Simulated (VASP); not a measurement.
# Pb (Fm-3m) in VASP: notebook, part 2 of 3

VASP 6.6.1. The steps go on from the part before.

## 3. Single point, PBEsol-based screened hybrid with 25 % exact exchange

This run uses another cell than the first one, of 32.14 Å³/atom.

POSCAR

```
Pb
1.0
    0.0000000000      2.5235621278      2.5235621278
    2.5235621278      0.0000000000      2.5235621278
    2.5235621278      2.5235621278      0.0000000000
Pb
1
Direct
    0.0000000000      0.0000000000      0.0000000000
```

INCAR.step1

```
SYSTEM = Pb
ALGO = Normal
EDIFF = 1E-5
ENCUT = 520
GGA = PE
ISIF = 2
ISMEAR = -1
LASPH = .TRUE.
LCHARG = .FALSE.
LREAL = .FALSE.
LWAVE = .TRUE.
NBANDS = 13
NELM = 100
PREC = Accurate
SIGMA = 0.05
```

INCAR.step2

```
SYSTEM = Pb
AEXX = 0.25
ALGO = Normal
EDIFF = 1E-7
ENCUT = 520
GGA = PS
HFSCREEN = 0.207
ISIF = 2
ISMEAR = -1
ISTART = 1
LASPH = .TRUE.
LCHARG = .FALSE.
LHFCALC = .TRUE.
LREAL = .FALSE.
LWAVE = .FALSE.
NBANDS = 13
NELM = 100
PREC = Accurate
PRECFOCK = Normal
SIGMA = 0.05
```

KPOINTS

```
k-points
0
G
  5 5 5
  0 0 0
```

Potentials or basis: VASP PAW PBE potentials, release 64 (Pb_d).

Started as:

```
> cat potpaw_PBE.64/Pb_d/POTCAR > POTCAR
> cp INCAR.step1 INCAR
> mpirun -np 1 vasp_std > vasp.out
> cp INCAR.step2 INCAR
> mpirun -np 1 vasp_std > vasp.out
```

OUTCAR:

```text
SYSTEM = Pb
   AEXX = 0.25
   EDIFF = 1E-7
   ENCUT = 520
   GGA = PS
   HFSCREEN = 0.207
   ISIF = 2
   ISMEAR = -1
   ISTART = 1
   LASPH = .TRUE.
   LHFCALC = .TRUE.
   LREAL = .FALSE.
   NELM = 100
   PREC = Accurate
   PRECFOCK = Normal

 ion  position               nearest neighbor table
   1  0.000  0.000  0.000-

  LATTYP: Found a face centered cubic cell.
 ALAT       =     5.0471242556

  Lattice vectors:

[... 331 lines left out ...]
     11      17.6913      0.00000
     12      19.0736      0.00000
     13      22.9772      0.00000

------------------------ aborting loop because EDIFF is reached ----------------------------------------

  FORCE on cell =-STRESS in cart. coord.  units (eV):
  Direction    XX          YY          ZZ          XY          YZ          ZX
  --------------------------------------------------------------------------------------
  -------------------------------------------------------------------------------------
  Total       -0.7543483     -0.7543483     -0.7543483      0.0000000      0.0000000     -0.0000000
  in kB      -37.6019606    -37.6019606    -37.6019606      0.0000000      0.0000000     -0.0000000
  external PRESSURE =     -37.6019606 kB  Pullay stress =       0.0000000 kB

 VOLUME and BASIS-vectors are now :
 -----------------------------------------------------------------------------
  energy-cutoff  :      520.00
  volume of cell :       32.14
      direct lattice vectors                 reciprocal lattice vectors
     0.000000000  2.523562128  2.523562128    -0.198132629  0.198132629  0.198132629
     2.523562128  0.000000000  2.523562128     0.198132629 -0.198132629  0.198132629
     2.523562128  2.523562128  0.000000000     0.198132629  0.198132629 -0.198132629

 POSITION                                       TOTAL-FORCE (eV/Angst)
 -----------------------------------------------------------------------------------
      0.00000      0.00000      0.00000         0.000000      0.000000      0.000000
 -----------------------------------------------------------------------------------
    total drift:                               -0.000003      0.000001     -0.000002

  FREE ENERGIE OF THE ION-ELECTRON SYSTEM (eV)
  ---------------------------------------------------
  free  energy   TOTEN  =        -4.3305296645 eV

  energy  without entropy=       -4.3176954657  energy(sigma->0) =       -4.32411257
```

OUTCAR.step1:

```text
SYSTEM = Pb
   EDIFF = 1E-5
   ENCUT = 520
   GGA = PE
   ISIF = 2
   ISMEAR = -1
   LASPH = .TRUE.
[... 359 lines left out ...]
 -----------------------------------------------------------------------------------
      0.00000      0.00000      0.00000         0.000000      0.000000      0.000000
 -----------------------------------------------------------------------------------
    total drift:                               -0.000000     -0.000000     -0.000000

  FREE ENERGIE OF THE ION-ELECTRON SYSTEM (eV)
  ---------------------------------------------------
  free  energy   TOTEN  =        -3.5296819193 eV

  energy  without entropy=       -3.5166953727  energy(sigma->0) =       -3.52318865
```

OSZICAR.step1:

```text
N       E                     dE             d eps       ncg     rms          rms(c)
DAV:   1     0.109116550936E+03    0.10912E+03   -0.68623E+03   260   0.121E+03
DAV:   2     0.178330507057E+01   -0.10733E+03   -0.10423E+03   275   0.307E+02
DAV:   3    -0.342190848999E+01   -0.52052E+01   -0.51927E+01   328   0.735E+01
DAV:   4    -0.353605509589E+01   -0.11415E+00   -0.11412E+00   338   0.122E+01
DAV:   5    -0.354018674207E+01   -0.41316E-02   -0.41315E-02   337   0.201E+00    0.495E-01
DAV:   6    -0.353151046949E+01    0.86763E-02   -0.13115E-02   361   0.194E+00    0.258E-01
DAV:   7    -0.352967580389E+01    0.18347E-02   -0.60275E-03   335   0.124E+00    0.963E-02
DAV:   8    -0.352968355058E+01   -0.77467E-05   -0.47028E-04   356   0.350E-01    0.111E-02
DAV:   9    -0.352968191928E+01    0.16313E-05   -0.12513E-05   225   0.673E-02
   1 F= -.35296819E+01 E0= -.35231886E+01  d E =-.129865E-01
```

It took 7.6 min on 1 thread of Intel Xeon Platinum 8259CL at 2.50GHz (Skylake/Cascade Lake), shared host; peak memory 0.26 GiB.

What came out:

```yaml
Free_energy: -4.3305 eV
Pressure: -3.8 GPa
Band_gap_on_the_k_mesh: zero (bands 7 and 8 overlap by 8.29 eV)
```

Caveat: the k points lie up to 0.43 Å⁻¹ apart, too coarse for converged energies and pressures of a metal; the PAW data sets were made with another functional, which shifts forces and pressure a little; spin-orbit coupling is left out, which moves the levels of the heavy elements.

## 4. Single point, HSE06

This run uses another cell than the first one, of 28.50 Å³/atom.

POSCAR

```
Pb
1.0
    0.0000000000      2.4244952108      2.4244952108
    2.4244952108      0.0000000000      2.4244952108
    2.4244952108      2.4244952108      0.0000000000
Pb
1
Direct
    0.0000000000      0.0000000000      0.0000000000
```

INCAR.step1

```
SYSTEM = Pb
  ALGO = Normal
  EDIFF = 1E-5
  ENCUT = 520
  GGA = PE
  ISIF = 2
  ISMEAR = -1
  LASPH = .TRUE.
  LCHARG = .FALSE.
  LREAL = .FALSE.
  LWAVE = .TRUE.
  NBANDS = 13
  NELM = 100
  PREC = Accurate
  SIGMA = 0.05
```

INCAR.step2

```
SYSTEM = Pb
  ALGO = Normal
  EDIFF = 1E-6
  ENCUT = 520
  GGA = PE
  HFSCREEN = 0.2079
  ISIF = 2
  ISMEAR = -1
  ISTART = 1
  LASPH = .TRUE.
  LCHARG = .FALSE.
  LHFCALC = .TRUE.
  LREAL = .FALSE.
  LWAVE = .FALSE.
  NBANDS = 13
  NELM = 100
  PREC = Accurate
  PRECFOCK = Normal
  SIGMA = 0.05
```

KPOINTS is that of step 3.

Potentials or basis: VASP PAW PBE potentials, release 64 (Pb_d).

Started as:

```
> cat potpaw_PBE.64/Pb_d/POTCAR > POTCAR
> cp INCAR.step1 INCAR
> mpirun -np 1 vasp_std > vasp.out
> cp INCAR.step2 INCAR
> mpirun -np 1 vasp_std > vasp.out
```

OUTCAR:

```text
SYSTEM = Pb
   EDIFF = 1E-6
   ENCUT = 520
   GGA = PE
   HFSCREEN = 0.2079
   ISIF = 2
   ISMEAR = -1
   ISTART = 1
   LASPH = .TRUE.
   LHFCALC = .TRUE.
   LREAL = .FALSE.
   NELM = 100
   PREC = Accurate
   PRECFOCK = Normal

 ion  position               nearest neighbor table
   1  0.000  0.000  0.000-

  LATTYP: Found a face centered cubic cell.
 ALAT       =     4.8489904216

  Lattice vectors:

 A1 = (   0.0000000000,   2.4244952108,   2.4244952108)
 A2 = (   2.4244952108,   0.0000000000,   2.4244952108)
 A3 = (   2.4244952108,   2.4244952108,   0.0000000000)

Analysis of symmetry for initial positions (statically):
=====================================================================
 Subroutine PRICEL returns:
 Original cell was already a primitive cell.

 Routine SETGRP: Setting up the symmetry group for a
 face centered cubic supercell.

 Subroutine GETGRP returns: Found 48 space group operations
 (whereof 48 operations were pure point group operations)
 out of a pool of 48 trial point group operations.

The static configuration has the point symmetry O_h .

Analysis of symmetry for dynamics (positions and initial velocities):
=====================================================================
 Subroutine PRICEL returns:
 Original cell was already a primitive cell.

 Routine SETGRP: Setting up the symmetry group for a
 face centered cubic supercell.

 Subroutine GETGRP returns: Found 48 space group operations
 (whereof 48 operations were pure point group operations)
 out of a pool of 48 trial point group operations.

The dynamic configuration has the point symmetry O_h .

 Subroutine INISYM returns: Found 48 space group operations
 (whereof 48 operations are pure point group operations),
 and found     1 'primitive' translations

----------------------------------------------------------------------------------------
[... 109 lines left out ...]
   HFSCREEN=    0.2079 screening length (either q_TF or 0.3 A-1)
   HFSCREENC=   0.2079 screening length for correlation (either q_TF or 0.3 A-1)
   ENCUTFOCK=  -1.0 apply spherical cutoff to Coloumb kernel
   IVDW    =     0    specifies the selected vdW correction
   LEPSILON=     F    determine dielectric tensor
   LRPA    =     F    only Hartree local field effects (RPA)
 non-spin polarized calculation
  energy-cutoff  :      520.00
  volume of cell :       28.50
 maximum number of plane-waves:       785
 NGX is ok and might be reduce to    28
  NGX = 20; NGY = 20; NGZ = 20

 number of electron      14.0000001 magnetization

 Free energy of the ion-electron system (eV)
  ---------------------------------------------------
  ext. energy  EPLUGINS =         0.00000000
  ---------------------------------------------------
  free energy    TOTEN  =        -4.02349737 eV

  energy without entropy =       -4.01075171  energy(sigma->0) =       -4.01712454

 E-fermi :   7.5010     XC(G=0):  -8.6786

 val. band max:        7.4753914256   @ k =  -0.4000   0.4000   0.2000
 cond. band min:       8.3580212964   @ k =  -0.2000   0.2000   0.0000
 fundamental gap:      0.8826298708
 Fermi energy:         7.5009936111

 k-point     1 :       0.0000    0.0000    0.0000
  band No.  band energies     occupation
      1     -11.1518      2.00000
      2     -11.1518      2.00000
      3     -11.1518      2.00000
      4     -10.9733      2.00000
      5     -10.9733      2.00000
      6      -5.6535      2.00000
      7      16.6259      0.00000
      8      16.6259      0.00000
      9      16.6259      0.00000
     10      18.4582      0.00000
     11      20.8848      0.00000
     12      21.6271      0.00000
     13      21.6271      0.00000
[... 130 lines left out ...]
  band No.  band energies     occupation
      1     -11.1644      2.00000
      2     -11.1492      2.00000
      3     -11.0105      2.00000
      4     -10.8894      2.00000
      5     -10.8100      2.00000
      6      -0.1069      2.00000
      7       5.7994      2.00000
      8       7.4754      1.25057
      9       9.6961      0.00000
     10      18.8209      0.00000
     11      19.8205      0.00000
     12      21.4614      0.00000
     13      25.5162      0.00000

------------------------ aborting loop because EDIFF is reached ----------------------------------------

  FORCE on cell =-STRESS in cart. coord.  units (eV):
  Direction    XX          YY          ZZ          XY          YZ          ZX
  --------------------------------------------------------------------------------------
  -------------------------------------------------------------------------------------
  Total        0.7092626      0.7092626      0.7092626     -0.0000000      0.0000000      0.0000000
  in kB       39.8679282     39.8679282     39.8679282     -0.0000000      0.0000000      0.0000000
  external PRESSURE =      39.8679282 kB  Pullay stress =       0.0000000 kB

 VOLUME and BASIS-vectors are now :
 -----------------------------------------------------------------------------
  energy-cutoff  :      520.00
  volume of cell :       28.50
      direct lattice vectors                 reciprocal lattice vectors
     0.000000000  2.424495211  2.424495211    -0.206228496  0.206228496  0.206228496
     2.424495211  0.000000000  2.424495211     0.206228496 -0.206228496  0.206228496
     2.424495211  2.424495211  0.000000000     0.206228496  0.206228496 -0.206228496

 POSITION                                       TOTAL-FORCE (eV/Angst)
 -----------------------------------------------------------------------------------
      0.00000      0.00000      0.00000         0.000000     -0.000000      0.000000
 -----------------------------------------------------------------------------------
    total drift:                                0.000000     -0.000000      0.000000

  FREE ENERGIE OF THE ION-ELECTRON SYSTEM (eV)
  ---------------------------------------------------
  free  energy   TOTEN  =        -4.0234973704 eV

  energy  without entropy=       -4.0107517066  energy(sigma->0) =       -4.01712454
```

OSZICAR.step1:

```text
N       E                     dE             d eps       ncg     rms          rms(c)
DAV:   1     0.107880288563E+03    0.10788E+03   -0.74780E+03   260   0.134E+03
DAV:   2     0.152929839755E+01   -0.10635E+03   -0.10317E+03   265   0.303E+02
DAV:   3    -0.338955222822E+01   -0.49189E+01   -0.49079E+01   333   0.734E+01
DAV:   4    -0.349403941184E+01   -0.10449E+00   -0.10447E+00   324   0.111E+01
DAV:   5    -0.349686996476E+01   -0.28306E-02   -0.28300E-02   367   0.162E+00    0.605E-01
DAV:   6    -0.348517919287E+01    0.11691E-01   -0.14853E-02   330   0.227E+00    0.295E-01
DAV:   7    -0.348214913980E+01    0.30301E-02   -0.62559E-03   340   0.134E+00    0.928E-02
DAV:   8    -0.348200578029E+01    0.14336E-03   -0.41292E-04   385   0.308E-01    0.868E-03
DAV:   9    -0.348200503528E+01    0.74501E-06   -0.31022E-06   210   0.313E-02
   1 F= -.34820050E+01 E0= -.34756097E+01  d E =-.127907E-01
```

Wall time 7.9 min (1 thread of Intel Xeon Platinum 8259CL at 2.50GHz (Skylake/Cascade Lake), shared host); peak memory 0.26 GiB.

Results:

- Free energy: -4.0235 eV
- Pressure: 4.0 GPa
- Band gap on the k mesh: zero (bands 7 and 8 overlap by 9.50 eV)

Caveat: the k points lie up to 0.45 Å⁻¹ apart, too coarse for converged energies and pressures of a metal; the PAW data sets were made with another functional, which shifts forces and pressure a little; spin-orbit coupling is left out, which moves the levels of the heavy elements.

(Part 2 of 3 ends here.)

The gap in the log of VASP goes by the Fermi energy; the results here count the filled bands.